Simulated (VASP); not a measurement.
Crystal: C.

```xyz
4
Lattice="1.2280 -2.1271 0.0000 1.2280 2.1271 0.0000 0.0000 0.0000 7.1733" Properties=species:S:1:pos:R:3 pbc="T T T"
C     1.2280    1.7724    5.4025
C     1.2280   -0.3547    1.7708
C     1.2280   -1.7724    1.7708
C     1.2280    0.3547    5.4025
```

Base run:

```yaml
Program: VASP 6.6.1
Functional: r2SCAN
Potentials_or_basis: VASP PAW PBE potentials, release 64 (C)
Cutoff: 520 eV
k_mesh: 30 × 30 × 8
Occupations: gaussian, width 0.1 eV
Spin: no spin polarisation
```

Its results: pressure 0.5 GPa; largest force 0.024 eV/Å.

The run is repeated on the same cell with these changes: k mesh from 30 × 30 × 8 to 3 × 3 × 1. What comes out?

Pressure 2.3 GPa; largest force 0.094 eV/Å.

Caveats: some runs use coarse meshes; the PAW data sets were made with another functional, which shifts forces and pressure a little.
